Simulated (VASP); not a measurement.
# NaCu31O16 (a cell with a defect) in VASP: electric field gradients with PBE

Aim: the electric field gradients of NaCu31O16 (a cell with a defect) with PBE.

Program: VASP 6.6.1. These are calculated values, not measurements. Logs are shortened: lines on timing, memory, paths and dates and some standing lists are left out, and cuts for length are marked.

## 1. The cell of the first run

The cell holds a defect, 48 atoms: a = 8.520 Å, b = 8.520 Å, c = 8.520 Å, α = 90.00°, β = 90.00°, γ = 90.00°.

## 2. Electric field gradients, PBE

Contents of INCAR:

```
SYSTEM = NaCu31O16
PREC     = Accurate       ! precision mode
ENCUT    = 520            ! plane-wave cutoff, eV
EDIFF    = 1E-8           ! SCF threshold, eV
ISMEAR   = -1             ! smearing method
SIGMA    = 0.01           ! smearing width, eV
LREAL    = Auto         
LASPH    = .True.         ! aspherical terms in the spheres
NELM     = 100            ! most SCF steps
ALGO     = Normal         ! electronic algorithm
ISIF     = 2              ! what is computed and relaxed
LWAVE    = .False.        ! write WAVECAR
LCHARG   = .False.        ! write CHGCAR
GGA      = PE             ! functional
LEFG     = .True.       
NBANDS   = 252            ! bands
LUSENCCL = .False.
```

Contents of KPOINTS:

```
Automatic mesh
0
Gamma
  2 2 2
  0 0 0
```

Contents of POSCAR:

```
NaCu31O16
1.0
    8.5200000000      0.0000000000      0.0000000000
    0.0000000000      8.5200000000      0.0000000000
    0.0000000000      0.0000000000      8.5200000000
Na Cu O
1 31 16
Direct
    0.1250000000      0.1250000000      0.1250000000
    0.1250000000      0.1250000000      0.6250000000
    0.1250000000      0.6250000000      0.1250000000
    0.1250000000      0.6250000000      0.6250000000
    0.6250000000      0.1250000000      0.1250000000
    0.6250000000      0.1250000000      0.6250000000
    0.6250000000      0.6250000000      0.1250000000
    0.6250000000      0.6250000000      0.6250000000
    0.1250000000      0.3750000000      0.3750000000
    0.1250000000      0.3750000000      0.8750000000
    0.1250000000      0.8750000000      0.3750000000
    0.1250000000      0.8750000000      0.8750000000
    0.6250000000      0.3750000000      0.3750000000
    0.6250000000      0.3750000000      0.8750000000
    0.6250000000      0.8750000000      0.3750000000
    0.6250000000      0.8750000000      0.8750000000
    0.3750000000      0.3750000000      0.1250000000
    0.3750000000      0.3750000000      0.6250000000
    0.3750000000      0.8750000000      0.1250000000
    0.3750000000      0.8750000000      0.6250000000
    0.8750000000      0.3750000000      0.1250000000
    0.8750000000      0.3750000000      0.6250000000
    0.8750000000      0.8750000000      0.1250000000
    0.8750000000      0.8750000000      0.6250000000
    0.3750000000      0.1250000000      0.3750000000
    0.3750000000      0.1250000000      0.8750000000
    0.3750000000      0.6250000000      0.3750000000
    0.3750000000      0.6250000000      0.8750000000
    0.8750000000      0.1250000000      0.3750000000
    0.8750000000      0.1250000000      0.8750000000
    0.8750000000      0.6250000000      0.3750000000
    0.8750000000      0.6250000000      0.8750000000
    0.0000000000      0.0000000000      0.0000000000
    0.0000000000      0.0000000000      0.5000000000
    0.0000000000      0.5000000000      0.0000000000
    0.0000000000      0.5000000000      0.5000000000
    0.5000000000      0.0000000000      0.0000000000
    0.5000000000      0.0000000000      0.5000000000
    0.5000000000      0.5000000000      0.0000000000
    0.5000000000      0.5000000000      0.5000000000
    0.2500000000      0.2500000000      0.2500000000
    0.2500000000      0.2500000000      0.7500000000
    0.2500000000      0.7500000000      0.2500000000
    0.2500000000      0.7500000000      0.7500000000
    0.7500000000      0.2500000000      0.2500000000
    0.7500000000      0.2500000000      0.7500000000
    0.7500000000      0.7500000000      0.2500000000
    0.7500000000      0.7500000000      0.7500000000
```

Potentials or basis: VASP PAW PBE potentials, release 64 (Na_pv, Cu, O).

Run with:

```
$ cat potpaw_PBE.64/Na_pv/POTCAR potpaw_PBE.64/Cu/POTCAR potpaw_PBE.64/O/POTCAR > POTCAR
$ mpirun -np 1 vasp_std > vasp.out
```

OUTCAR:

```text
SYSTEM = NaCu31O16
   PREC = Accurate
   ENCUT = 520
   EDIFF = 1E-8
   ISMEAR = -1
   LREAL = Auto
   LASPH = .True.
   NELM = 100
   ISIF = 2
   GGA = PE

 ion  position               nearest neighbor table
   1  0.125  0.125  0.125-  33 1.84  41 1.84
   2  0.125  0.125  0.625-  34 1.84  42 1.84
   3  0.125  0.625  0.125-  35 1.84  43 1.84
   4  0.125  0.625  0.625-  36 1.84  44 1.84
   5  0.625  0.125  0.125-  37 1.84  45 1.84
   6  0.625  0.125  0.625-  38 1.84  46 1.84
[... 28 lines left out ...]
  35  0.000  0.500  0.000-   3 1.84  10 1.84  21 1.84  32 1.84
  36  0.000  0.500  0.500-   4 1.84   9 1.84  22 1.84  31 1.84
  37  0.500  0.000  0.000-   5 1.84  16 1.84  19 1.84  26 1.84
  38  0.500  0.000  0.500-   6 1.84  15 1.84  20 1.84  25 1.84
[... 8 lines left out ...]
  47  0.750  0.750  0.250-   7 1.84  15 1.84  23 1.84  31 1.84
  48  0.750  0.750  0.750-   8 1.84  16 1.84  24 1.84  32 1.84

  LATTYP: Found a simple cubic cell.
 ALAT       =     8.5200000000

  Lattice vectors:

 A1 = (   8.5200000000,   0.0000000000,   0.0000000000)
 A2 = (   0.0000000000,   8.5200000000,   0.0000000000)
 A3 = (   0.0000000000,   0.0000000000,   8.5200000000)

Analysis of symmetry for initial positions (statically):
=====================================================================
 Subroutine PRICEL returns:
 Original cell was already a primitive cell.

 Routine SETGRP: Setting up the symmetry group for a
 simple cubic supercell.

 Subroutine GETGRP returns: Found 12 space group operations
 (whereof  6 operations were pure point group operations)
 out of a pool of 48 trial point group operations.

The static configuration has the point symmetry C_3v.
 The point group associated with its full space group is D_3d.

Analysis of symmetry for dynamics (positions and initial velocities):
=====================================================================
 Subroutine PRICEL returns:
 Original cell was already a primitive cell.

 Routine SETGRP: Setting up the symmetry group for a
 simple cubic supercell.

 Subroutine GETGRP returns: Found 12 space group operations
 (whereof  6 operations were pure point group operations)
 out of a pool of 48 trial point group operations.

The dynamic configuration has the point symmetry C_3v.
 The point group associated with its full space group is D_3d.

 Subroutine INISYM returns: Found 12 space group operations
 (whereof  6 operations are pure point group operations),
 and found     1 'primitive' translations

----------------------------------------------------------------------------------------

                                     Primitive cell

  volume of cell :     618.4702

  direct lattice vectors                    reciprocal lattice vectors
     8.520000000  0.000000000  0.000000000     0.117370892  0.000000000  0.000000000
     0.000000000  8.520000000  0.000000000     0.000000000  0.117370892  0.000000000
     0.000000000  0.000000000  8.520000000     0.000000000  0.000000000  0.117370892

  length of vectors
     8.520000000  8.520000000  8.520000000     0.117370892  0.117370892  0.117370892

  position of ions in fractional coordinates (direct lattice)
     0.125000000  0.125000000  0.125000000
     0.125000000  0.125000000  0.625000000
     0.125000000  0.625000000  0.125000000
     0.125000000  0.625000000  0.625000000
     0.625000000  0.125000000  0.125000000
     0.625000000  0.125000000  0.625000000
[... 40 lines left out ...]
     0.750000000  0.750000000  0.250000000
     0.750000000  0.750000000  0.750000000

  ion indices of the primitive-cell ions
   primitive index   ion index
                 1           1
                 2           2
                 3           3
                 4           4
                 5           5
                 6           6
[... 101 lines left out ...]
   POTIM  = 0.5000    time-step for ionic-motion
   TEBEG  =    0.0;   TEEND  =   0.0 temperature during run
   PSTRESS=    0.0 pullay stress
   NELECT =     444.0000    total number of electrons
   NUPDOWN=      -1.0000    fix difference up-down
   EMIN   =  10.00;   EMAX   =-10.00  energy-range for DOS
   EFERMI =   0.00;   METHOD = LEGACY
   ISMEAR =    -1;   SIGMA  =   0.01  broadening in eV -4-tet -1-fermi 0-gaus
   EFERMI_NEDOS =   21; number of points for ismear=-14 and -15
   IALGO  =     38    algorithm
   IMIX   =      4    mixing-type and parameters
     AMIX     =   0.40;   BMIX     =  1.00
     AMIX_MAG =   1.60;   BMIX_MAG =  1.00
  volume/ion in A,a.u.               =      12.88        86.95
  Fermi-wavevector in a.u.,A,eV,Ry     =   1.465873  2.770098 29.235960  2.148782
  Thomas-Fermi vector in A             =   2.581678
   LORBIT       =      0    0 simple, 1 ext, 2 COOP (PROOUT), +10 PAW based schemes
   GGA     = PE    functional components
   LHFCALC =     F    Hartree Fock is set to
   AEXX    =    0.0000 exact exchange contribution
   IVDW    =     0    specifies the selected vdW correction
   LEPSILON=     F    determine dielectric tensor
   LRPA    =     F    only Hartree local field effects (RPA)
 non-spin polarized calculation
  energy-cutoff  :      520.00
  volume of cell :      618.47
 maximum number of plane-waves:     16663
 NGX is ok and might be reduce to    64
   NGX = 31   NGY = 31   NGZ = 31

 number of electron     444.0000739 magnetization

 Free energy of the ion-electron system (eV)
  ---------------------------------------------------
  ext. energy  EPLUGINS =         0.00000000
  ---------------------------------------------------
  free energy    TOTEN  =      -215.88426426 eV

  energy without entropy =     -215.88426426  energy(sigma->0) =     -215.88426426

 E-fermi :   4.9584     XC(G=0): -10.9877

 val. band max:        4.6802024891   @ k =   0.0000   0.0000   0.0000
 cond. band min:       5.2780346022   @ k =   0.0000   0.0000   0.0000
 fundamental gap:      0.5978321131
 Fermi energy:         4.9584247963

 k-point     1 :       0.0000    0.0000    0.0000
  band No.  band energies     occupation
      1     -18.1590      2.00000
      2     -17.8035      2.00000
      3     -17.8035      2.00000
      4     -15.4534      2.00000
      5     -15.2569      2.00000
      6     -15.1351      2.00000
[... 937 lines left out ...]
    233       7.8267      0.00000
    234       7.8308      0.00000
 [bands above 234 left out]

------------------------ aborting loop because EDIFF is reached ----------------------------------------

  FORCE on cell =-STRESS in cart. coord.  units (eV):
  Direction    XX          YY          ZZ          XY          YZ          ZX
  --------------------------------------------------------------------------------------
  -------------------------------------------------------------------------------------
  Total       20.4722439     20.4722439     20.4722439      4.5564526      4.5564526      4.5564526
  in kB       53.0343493     53.0343493     53.0343493     11.8037134     11.8037134     11.8037134
  external PRESSURE =      53.0343493 kB  Pullay stress =       0.0000000 kB

 VOLUME and BASIS-vectors are now :
 -----------------------------------------------------------------------------
  energy-cutoff  :      520.00
  volume of cell :      618.47
      direct lattice vectors                 reciprocal lattice vectors
     8.520000000  0.000000000  0.000000000     0.117370892  0.000000000  0.000000000
     0.000000000  8.520000000  0.000000000     0.000000000  0.117370892  0.000000000
     0.000000000  0.000000000  8.520000000     0.000000000  0.000000000  0.117370892

 POSITION                                       TOTAL-FORCE (eV/Angst)
 -----------------------------------------------------------------------------------
      1.06500      1.06500      1.06500        -0.000000     -0.000000     -0.000000
      1.06500      1.06500      5.32500        -0.000000     -0.000000     -0.000000
      1.06500      5.32500      1.06500        -0.000000     -0.000000     -0.000000
      1.06500      5.32500      5.32500        -0.000000     -0.000000     -0.000000
      5.32500      1.06500      1.06500        -0.000000     -0.000000     -0.000000
      5.32500      1.06500      5.32500        -0.000000     -0.000000     -0.000000
[... 40 lines left out ...]
      6.39000      6.39000      2.13000        -0.016762     -0.016762      0.030632
      6.39000      6.39000      6.39000        -0.003558     -0.003558     -0.003558
 -----------------------------------------------------------------------------------
    total drift:                                0.000000     -0.000000      0.000000

  FREE ENERGIE OF THE ION-ELECTRON SYSTEM (eV)
  ---------------------------------------------------
  free  energy   TOTEN  =      -215.8842642579 eV

  energy  without entropy=     -215.8842642579  energy(sigma->0) =     -215.88426426

 Electric field gradients (V/A^2)
---------------------------------------------------------------------
 ion       V_xx      V_yy      V_zz      V_xy      V_xz      V_yz
---------------------------------------------------------------------
   1      -0.000    -0.000     0.000   -47.436   -47.436   -47.436
   2       0.708     0.708    -1.415   -36.070   -34.479   -34.479
   3       0.708    -1.415     0.708   -34.479   -36.070   -34.479
   4      -1.167     0.583     0.583   -33.214   -33.214   -34.919
   5      -1.415     0.708     0.708   -34.479   -34.479   -36.070
   6       0.583    -1.167     0.583   -33.214   -34.919   -33.214
[... 40 lines left out ...]
  47       0.547     0.547    -1.094    -0.488     1.058     1.058
  48       0.000     0.000     0.000    -0.815    -0.815    -0.815
---------------------------------------------------------------------

 Electric field gradients after diagonalization (V/A^2)
 (convention: |V_zz| > |V_xx| > |V_yy|)
----------------------------------------------------------------------
 ion       V_xx      V_yy      V_zz     asymmetry (V_yy - V_xx)/ V_zz
----------------------------------------------------------------------
   1      47.436    47.436   -94.872       0.000
   2      36.778    33.241   -70.019       0.051
   3      36.778    33.241   -70.019       0.051
   4      35.503    32.062   -67.565       0.051
   5      36.778    33.241   -70.019       0.051
   6      35.503    32.062   -67.565       0.051
[... 40 lines left out ...]
  47       1.086     1.035    -2.121       0.024
  48       0.815     0.815    -1.629       0.000
----------------------------------------------------------------------

           NMR quadrupolar parameters

 Cq : quadrupolar parameter    Cq=e*Q*V_zz/h
 eta: asymmetry parameters     (V_yy - V_xx)/ V_zz
 Q  : nuclear electric quadrupole moment in mb (millibarn)
----------------------------------------------------------------------
 ion       Cq(MHz)       eta       Q (mb)
----------------------------------------------------------------------
   1      -0.229       0.000       1.000
   2      -0.169       0.051       1.000
   3      -0.169       0.051       1.000
   4      -0.163       0.051       1.000
   5      -0.169       0.051       1.000
   6      -0.163       0.051       1.000
[... 40 lines left out ...]
  47      -0.005       0.024       1.000
  48      -0.004       0.000       1.000
----------------------------------------------------------------------
```

It took 5.1 min on 1 × NVIDIA H100 80GB with 1 thread of Intel Xeon Platinum 8481C at 2.70GHz (Sapphire Rapids), shared host; peak memory 1.7 GiB.

Results:

- Free energy: -215.8843 eV
- Pressure: 5.3 GPa
- Largest force: 3.271 eV/Å
- Band gap on the k mesh: 0.60 eV

Forces in eV/Å, atoms in the order of the input:
```
Na   0.000  0.000  0.000
Cu   0.000  0.000  0.000
Cu   0.000  0.000  0.000
Cu   0.000  0.000  0.000
Cu   0.000  0.000  0.000
Cu   0.000  0.000  0.000
Cu   0.000  0.000  0.000
Cu   0.000  0.000  0.000
Cu   0.296 -0.083 -0.083
Cu   0.000  0.180 -0.180
Cu   0.000 -0.180  0.180
Cu  -0.296  0.083  0.083
Cu   0.000  0.029  0.029
Cu   0.000  0.009 -0.009
Cu   0.000 -0.009  0.009
Cu   0.000 -0.029 -0.029
Cu  -0.083 -0.083  0.296
Cu   0.029  0.029  0.000
Cu   0.180 -0.180  0.000
Cu   0.009 -0.009  0.000
Cu  -0.180  0.180  0.000
Cu  -0.009  0.009  0.000
Cu   0.083  0.083 -0.296
Cu  -0.029 -0.029  0.000
Cu  -0.083  0.296 -0.083
Cu   0.180  0.000 -0.180
Cu   0.029  0.000  0.029
Cu   0.009  0.000 -0.009
Cu  -0.180  0.000  0.180
Cu   0.083 -0.296  0.083
Cu  -0.009  0.000  0.009
Cu  -0.029  0.000 -0.029
O   -1.889 -1.889 -1.889
O    0.026  0.026 -0.173
O    0.026 -0.173  0.026
O   -0.031  0.017  0.017
O   -0.173  0.026  0.026
O    0.017 -0.031  0.017
O    0.017  0.017 -0.031
O    0.004  0.004  0.004
O    1.889  1.889  1.889
O   -0.026 -0.026  0.173
O   -0.026  0.173 -0.026
O    0.031 -0.017 -0.017
O    0.173 -0.026 -0.026
O   -0.017  0.031 -0.017
O   -0.017 -0.017  0.031
O   -0.004 -0.004 -0.004
```

Electric field gradients, principal values (V/Å²):
```
 atom   least  middle  greatest (by size)
 1 Na  47.436  47.436             -94.872
 2 Cu  33.241  36.778             -70.019
 3 Cu  33.241  36.778             -70.019
 4 Cu  32.062  35.503             -67.565
 5 Cu  33.241  36.778             -70.019
 6 Cu  32.062  35.503             -67.565
 7 Cu  32.062  35.503             -67.565
 8 Cu  34.031  34.031             -68.063
 9 Cu  32.326  35.649             -67.974
10 Cu  24.608  39.627             -64.236
11 Cu  24.608  39.627             -64.236
12 Cu  32.326  35.649             -67.974
13 Cu  31.937  36.632             -68.568
14 Cu  32.591  34.685             -67.276
15 Cu  32.591  34.685             -67.276
16 Cu  31.937  36.632             -68.568
17 Cu  32.326  35.649             -67.974
18 Cu  31.937  36.632             -68.568
19 Cu  24.608  39.627             -64.236
20 Cu  32.591  34.685             -67.276
21 Cu  24.608  39.627             -64.236
22 Cu  32.591  34.685             -67.276
23 Cu  32.326  35.649             -67.974
24 Cu  31.937  36.632             -68.568
25 Cu  32.326  35.649             -67.974
26 Cu  24.608  39.627             -64.236
27 Cu  31.937  36.632             -68.568
28 Cu  32.591  34.685             -67.276
29 Cu  24.608  39.627             -64.236
30 Cu  32.326  35.649             -67.974
31 Cu  32.591  34.685             -67.276
32 Cu  31.937  36.632             -68.568
 33 O  35.056  35.056             -70.113
 34 O  -1.381  -3.096               4.477
 35 O  -1.381  -3.096               4.477
 36 O   1.035   1.086              -2.121
 37 O  -1.381  -3.096               4.477
 38 O   1.035   1.086              -2.121
 39 O   1.035   1.086              -2.121
 40 O   0.815   0.815              -1.629
 41 O  35.056  35.056             -70.113
 42 O  -1.381  -3.096               4.477
 43 O  -1.381  -3.096               4.477
 44 O   1.035   1.086              -2.121
 45 O  -1.381  -3.096               4.477
 46 O   1.035   1.086              -2.121
 47 O   1.035   1.086              -2.121
 48 O   0.815   0.815              -1.629
```

Caveat: without QUAD_EFG the Cq values of the log hold for a quadrupole moment of 1 mb, not for the nuclei.
